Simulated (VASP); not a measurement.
# PbSe (Pm-3m) in VASP: single point with PBE+D3(BJ)

Aim: the single point of PbSe with PBE+D3(BJ).

All numbers are computed with VASP 6.6.1; they aren't measurements. Logs are shortened: lines on timing, memory, paths and dates and some standing lists are left out, and cuts for length are marked.

### Step 1. The cell of the first run

Symmetry: Pm-3m, No. 221, cubic system. The conventional cell has a = 3.784 Å, b = 3.784 Å, c = 3.784 Å, α = 90.00°, β = 90.00°, γ = 90.00°. Pb (site symmetry m-3m) has 8 Se at 3.28 Å and 6 Pb at 3.78 Å within 4.3 Å. Se (site symmetry m-3m) has 8 Pb at 3.28 Å and 6 Se at 3.78 Å within 4.3 Å.

### Step 2. Single point, PBE+D3(BJ)

Input file INCAR:

```
SYSTEM = PbSe
ALGO = Normal
EDIFF = 1E-6
ENCUT = 500
GGA = PE
GGA_COMPAT = .False.
ISIF = 2
ISMEAR = 0
IVDW = 12
LASPH = .True.
LCHARG = .False.
LREAL = .False.
LWAVE = .False.
NBANDS = 17
NELM = 120
PREC = Accurate
SIGMA = 0.1
```

Input file KPOINTS:

```
k-points
0
Gamma
  6 6 6
  0 0 0
```

Input file POSCAR:

```
PbSe
1.0
    3.7843220000      0.0000000000      0.0000000000
    0.0000000000      3.7843220000      0.0000000000
    0.0000000000      0.0000000000      3.7843220000
Pb Se
1 1
Direct
    0.0000000000      0.0000000000      0.0000000000
    0.5000000000      0.5000000000      0.5000000000
```

Potentials or basis: VASP PAW PBE potentials, release 64 (Pb_d, Se).

On the command line:

```sh
$ cat potpaw_PBE.64/Pb_d/POTCAR potpaw_PBE.64/Se/POTCAR > POTCAR
$ mpirun -np 1 vasp_std > vasp.out
```

OUTCAR:

```text
SYSTEM = PbSe
   EDIFF = 1E-6
   ENCUT = 500
   GGA = PE
   ISIF = 2
   ISMEAR = 0
   IVDW = 12
   LASPH = .True.
   LREAL = .False.
   NELM = 120
   PREC = Accurate
 IVDW          = 12

 ion  position               nearest neighbor table
   1  0.000  0.000  0.000-   2 3.28   2 3.28   2 3.28   2 3.28   2 3.28   2 3.28   2 3.28   2 3.28

   2  0.500  0.500  0.500-   1 3.28   1 3.28   1 3.28   1 3.28   1 3.28   1 3.28   1 3.28   1 3.28

  LATTYP: Found a simple cubic cell.
 ALAT       =     3.7843220000

  Lattice vectors:

 A1 = (   3.7843220000,   0.0000000000,   0.0000000000)
 A2 = (   0.0000000000,   3.7843220000,   0.0000000000)
 A3 = (   0.0000000000,   0.0000000000,   3.7843220000)

Analysis of symmetry for initial positions (statically):
=====================================================================
 Subroutine PRICEL returns:
 Original cell was already a primitive cell.

 Routine SETGRP: Setting up the symmetry group for a
 simple cubic supercell.

 Subroutine GETGRP returns: Found 48 space group operations
 (whereof 48 operations were pure point group operations)
 out of a pool of 48 trial point group operations.

The static configuration has the point symmetry O_h .

Analysis of symmetry for dynamics (positions and initial velocities):
=====================================================================
 Subroutine PRICEL returns:
 Original cell was already a primitive cell.

 Routine SETGRP: Setting up the symmetry group for a
 simple cubic supercell.

 Subroutine GETGRP returns: Found 48 space group operations
 (whereof 48 operations were pure point group operations)
 out of a pool of 48 trial point group operations.

The dynamic configuration has the point symmetry O_h .

 Subroutine INISYM returns: Found 48 space group operations
 (whereof 48 operations are pure point group operations),
 and found     1 'primitive' translations

----------------------------------------------------------------------------------------

                                     Primitive cell

  volume of cell :      54.1956

  direct lattice vectors                    reciprocal lattice vectors
     3.784322000  0.000000000  0.000000000     0.264248127  0.000000000  0.000000000
     0.000000000  3.784322000  0.000000000     0.000000000  0.264248127  0.000000000
     0.000000000  0.000000000  3.784322000     0.000000000  0.000000000  0.264248127

  length of vectors
     3.784322000  3.784322000  3.784322000     0.264248127  0.264248127  0.264248127

  position of ions in fractional coordinates (direct lattice)
     0.000000000  0.000000000  0.000000000
     0.500000000  0.500000000  0.500000000

  ion indices of the primitive-cell ions
   primitive index   ion index
                 1           1
                 2           2

----------------------------------------------------------------------------------------

 KPOINTS: k-points

Automatic generation of k-mesh.
 Grid dimensions read from file:
 generate k-points for:    6    6    6

 Generating k-lattice:

  Cartesian coordinates                     Fractional coordinates (reciprocal lattice)
     0.044041354  0.000000000  0.000000000     0.166666667  0.000000000  0.000000000
     0.000000000  0.044041354  0.000000000     0.000000000  0.166666667  0.000000000
     0.000000000  0.000000000  0.044041354     0.000000000  0.000000000  0.166666667

  Length of vectors
     0.044041354  0.044041354  0.044041354

  Shift w.r.t. Gamma in fractional coordinates (k-lattice)
     0.000000000  0.000000000  0.000000000

 Subroutine IBZKPT returns following result:
 ===========================================

 Found     20 irreducible k-points:

 Following reciprocal coordinates:
            Coordinates               Weight
  0.000000  0.000000  0.000000      1.000000
  0.166667  0.000000  0.000000      6.000000
  0.333333  0.000000  0.000000      6.000000
  0.500000  0.000000  0.000000      3.000000
  0.166667  0.166667  0.000000     12.000000
  0.333333  0.166667  0.000000     24.000000
[... 12 lines left out ...]
  0.500000  0.500000  0.333333      6.000000
  0.500000  0.500000  0.500000      1.000000
   k-points           NKPTS =     20   k-points in BZ     NKDIM =     20   number of bands    NBANDS=     17
   number of dos      NEDOS =    301   number of ions     NIONS =      2
   total plane-waves  NPLWV =  21952
   dimension x,y,z NGX =    28 NGY =   28 NGZ =   28
   dimension x,y,z NGXF=    56 NGYF=   56 NGZF=   56
   ions per type =               1   1
   NGX,Y,Z   is equivalent  to a cutoff of  12.30, 12.30, 12.30 a.u.
   NGXF,Y,Z  is equivalent  to a cutoff of  24.60, 24.60, 24.60 a.u.
 SYSTEM =  PbSe
   PREC   = accura    normal or accurate (medium, high low for compatibility)
   ISTART =      0    job   : 0-new  1-cont  2-samecut
   ICHARG =      2    charge: 1-file 2-atom 10-const
   ISPIN  =      1    spin polarized calculation?
   LNONCOLLINEAR =      F non collinear calculations
   LSORBIT =      F    spin-orbit coupling
   LASPH  =      T    aspherical Exc in radial PAW
   ENCUT  =  500.0 eV  36.75 Ry    6.06 a.u.   6.90  6.90  6.90*2*pi/ulx,y,z
   NELM   =    120;   NELMIN=  2; NELMDL= -5     # of ELM steps
   EDIFF  = 0.1E-05   stopping-criterion for ELM
   LREAL  =      F    real-space projection
   EDIFFG = 0.1E-04   stopping-criterion for IOM
   NSW    =      0    number of steps for IOM
   IBRION =     -1    ionic relax: 0-MD 1-quasi-New 2-CG
   NFREE  =      0    steps in history (QN), initial steepest desc. (CG)
   ISIF   =      2    stress and relaxation
   ISYM   =      2    0-nonsym 1-usesym 2-fastsym
   POTIM  = 0.5000    time-step for ionic-motion
   TEBEG  =    0.0;   TEEND  =   0.0 temperature during run
   PSTRESS=    0.0 pullay stress
   NELECT =      20.0000    total number of electrons
   NUPDOWN=      -1.0000    fix difference up-down
   EMIN   =  10.00;   EMAX   =-10.00  energy-range for DOS
   EFERMI =   0.00;   METHOD = LEGACY
   ISMEAR =     0;   SIGMA  =   0.10  broadening in eV -4-tet -1-fermi 0-gaus
   EFERMI_NEDOS =   21; number of points for ismear=-14 and -15
   IALGO  =     38    algorithm
   IMIX   =      4    mixing-type and parameters
     AMIX     =   0.40;   BMIX     =  1.00
     AMIX_MAG =   1.60;   BMIX_MAG =  1.00
  volume/ion in A,a.u.               =      27.10       182.87
  Fermi-wavevector in a.u.,A,eV,Ry     =   1.174258  2.219025 18.760817  1.378881
  Thomas-Fermi vector in A             =   2.310658
   LORBIT       =      0    0 simple, 1 ext, 2 COOP (PROOUT), +10 PAW based schemes
   GGA     = PE    functional components
   LHFCALC =     F    Hartree Fock is set to
   AEXX    =    0.0000 exact exchange contribution
   IVDW    =    12    specifies the selected vdW correction
   LEPSILON=     F    determine dielectric tensor
   LRPA    =     F    only Hartree local field effects (RPA)
 non-spin polarized calculation
 Gauss-broadening in eV      SIGMA  =   0.10
  energy-cutoff  :      500.00
  volume of cell :       54.20
 maximum number of plane-waves:      1406
 NGX is ok and might be reduce to    28
   NGX = 13   NGY = 13   NGZ = 13

 number of electron      20.0000009 magnetization

 Free energy of the ion-electron system (eV)
  ---------------------------------------------------
  ext. energy  EPLUGINS =         0.00000000
  ---------------------------------------------------
  free energy    TOTEN  =        -7.71099514 eV

  energy without entropy =       -7.70483909  energy(sigma->0) =       -7.70791712

 E-fermi :   5.3895     XC(G=0):  -9.9532

 val. band max:        5.3385827497   @ k =   0.5000   0.5000   0.0000
 cond. band min:       5.4151306988   @ k =   0.5000   0.3333   0.3333
 fundamental gap:      0.0765479491
 Fermi energy:         5.3894645041

 k-point     1 :       0.0000    0.0000    0.0000
  band No.  band energies     occupation
      1     -11.6134      2.00000
      2     -11.6134      2.00000
      3     -11.4639      2.00000
      4     -11.4639      2.00000
      5     -11.4639      2.00000
      6      -7.8562      2.00000
[... 9 lines left out ...]
     16      16.5816      0.00000
     17      18.1396      0.00000

 k-point     2 :       0.1667    0.0000    0.0000
  band No.  band energies     occupation
      1     -11.6118      2.00000
      2     -11.5847      2.00000
      3     -11.4745      2.00000
      4     -11.4745      2.00000
      5     -11.4630      2.00000
      6      -7.6564      2.00000
[... 9 lines left out ...]
     16      16.9127      0.00000
     17      17.5025      0.00000

 k-point     3 :       0.3333    0.0000    0.0000
  band No.  band energies     occupation
      1     -11.6084      2.00000
      2     -11.5275      2.00000
      3     -11.4955      2.00000
      4     -11.4955      2.00000
      5     -11.4611      2.00000
      6      -7.1524      2.00000
[... 9 lines left out ...]
     16      15.2805      0.00000
     17      17.9759      0.00000

 k-point     4 :       0.5000    0.0000    0.0000
  band No.  band energies     occupation
      1     -11.6068      2.00000
      2     -11.5060      2.00000
      3     -11.5060      2.00000
      4     -11.4991      2.00000
      5     -11.4602      2.00000
      6      -6.8039      2.00000
[... 9 lines left out ...]
     16      18.3220      0.00000
     17      18.5697      0.00000

 k-point     5 :       0.1667    0.1667    0.0000
  band No.  band energies     occupation
      1     -11.5969      2.00000
      2     -11.5687      2.00000
      3     -11.4882      2.00000
      4     -11.4742      2.00000
      5     -11.4723      2.00000
      6      -7.4619      2.00000
[... 9 lines left out ...]
     16      15.5697      0.00000
     17      16.2510      0.00000

 k-point     6 :       0.3333    0.1667    0.0000
  band No.  band energies     occupation
      1     -11.5890      2.00000
      2     -11.5156      2.00000
      3     -11.5149      2.00000
      4     -11.4937      2.00000
      5     -11.4708      2.00000
      6      -6.9812      2.00000
[... 9 lines left out ...]
     16      15.7878      0.00000
     17      16.0383      0.00000

 k-point     7 :       0.5000    0.1667    0.0000
  band No.  band energies     occupation
      1     -11.5869      2.00000
      2     -11.5286      2.00000
      3     -11.5039      2.00000
      4     -11.4867      2.00000
      5     -11.4696      2.00000
      6      -6.6603      2.00000
[... 9 lines left out ...]
     16      16.5408      0.00000
     17      16.9218      0.00000

 k-point     8 :       0.3333    0.3333    0.0000
  band No.  band energies     occupation
      1     -11.5658      2.00000
      2     -11.5536      2.00000
      3     -11.4911      2.00000
      4     -11.4893      2.00000
      5     -11.4750      2.00000
      6      -6.5837      2.00000
[... 9 lines left out ...]
     16      14.9187      0.00000
     17      16.7850      0.00000
[... 123 lines left out ...]
      1     -11.5651      2.00000
      2     -11.5286      2.00000
      3     -11.5152      2.00000
      4     -11.5015      2.00000
      5     -11.4481      2.00000
      6      -6.2630      2.00000
[... 9 lines left out ...]
     16      15.6255      0.00000
     17      18.0311      0.00000

 k-point    16 :       0.5000    0.5000    0.1667
  band No.  band energies     occupation
      1     -11.5837      2.00000
      2     -11.5191      2.00000
      3     -11.5120      2.00000
      4     -11.5120      2.00000
      5     -11.4253      2.00000
      6      -6.1125      2.00000
[... 9 lines left out ...]
     16      15.9536      0.00000
     17      16.7517      0.00000

 k-point    17 :       0.3333    0.3333    0.3333
  band No.  band energies     occupation
      1     -11.5439      2.00000
      2     -11.5289      2.00000
      3     -11.5289      2.00000
      4     -11.4720      2.00000
      5     -11.4720      2.00000
      6      -6.2248      2.00000
[... 9 lines left out ...]
     16      16.3414      0.00000
     17      19.9349      0.00000

 k-point    18 :       0.5000    0.3333    0.3333
  band No.  band energies     occupation
      1     -11.5544      2.00000
      2     -11.5418      2.00000
      3     -11.5273      2.00000
      4     -11.4711      2.00000
      5     -11.4408      2.00000
      6      -6.0888      2.00000
[... 9 lines left out ...]
     16      17.0988      0.00000
     17      20.4913      0.00000

 k-point    19 :       0.5000    0.5000    0.3333
  band No.  band energies     occupation
      1     -11.5639      2.00000
      2     -11.5401      2.00000
      3     -11.5401      2.00000
      4     -11.4555      2.00000
      5     -11.4241      2.00000
      6      -5.9950      2.00000
[... 9 lines left out ...]
     16      18.1135      0.00000
     17      20.8914      0.00000

 k-point    20 :       0.5000    0.5000    0.5000
  band No.  band energies     occupation
      1     -11.5540      2.00000
      2     -11.5540      2.00000
      3     -11.5540      2.00000
      4     -11.4235      2.00000
      5     -11.4235      2.00000
      6      -5.9322      2.00000
[... 9 lines left out ...]
     16      19.1168      0.00000
     17      22.6072      0.00000

------------------------ aborting loop because EDIFF is reached ----------------------------------------

 Edisp (eV)   -0.77914

 E8    (eV) :    -0.3626

  FORCE on cell =-STRESS in cart. coord.  units (eV):
  Direction    XX          YY          ZZ          XY          YZ          ZX
  --------------------------------------------------------------------------------------
  -------------------------------------------------------------------------------------
  Total      -0.79227    -0.79227    -0.79227     0.00000    -0.00000     0.00000
  in kB     -23.42169   -23.42169   -23.42169     0.00000    -0.00000     0.00000
  external pressure =      -23.42 kB  Pullay stress =        0.00 kB

 VOLUME and BASIS-vectors are now :
 -----------------------------------------------------------------------------
  energy-cutoff  :      500.00
  volume of cell :       54.20
      direct lattice vectors                 reciprocal lattice vectors
     3.784322000  0.000000000  0.000000000     0.264248127  0.000000000  0.000000000
     0.000000000  3.784322000  0.000000000     0.000000000  0.264248127  0.000000000
     0.000000000  0.000000000  3.784322000     0.000000000  0.000000000  0.264248127

 POSITION                                       TOTAL-FORCE (eV/Angst)
 -----------------------------------------------------------------------------------
      0.00000      0.00000      0.00000         0.000000      0.000000      0.000000
      1.89216      1.89216      1.89216         0.000000      0.000000      0.000000
 -----------------------------------------------------------------------------------
    total drift:                               -0.000000      0.000000      0.000000

  FREE ENERGIE OF THE ION-ELECTRON SYSTEM (eV)
  ---------------------------------------------------
  free  energy   TOTEN  =        -8.4901378191 eV

  energy  without entropy=       -8.4839817747  energy(sigma->0) =       -8.48705980
```

It took 21 s on 1 thread of AMD EPYC 7R43 (Zen 3), shared host; peak memory 0.14 GiB.

Results:

| Item | Value |
| --- | --- |
| Free energy | -8.4901 eV |
| Pressure | -2.3 GPa |
| Band gap on the k mesh | zero (band 10 reaches 5.46 eV, above the bottom of band 11 at 4.75 eV) |
| Dispersion energy per atom | -0.390 eV |

Caveat: spin-orbit coupling is left out, which moves the levels of the heavy elements; pairwise dispersion overbinds metals, which lowers pressure and volume.
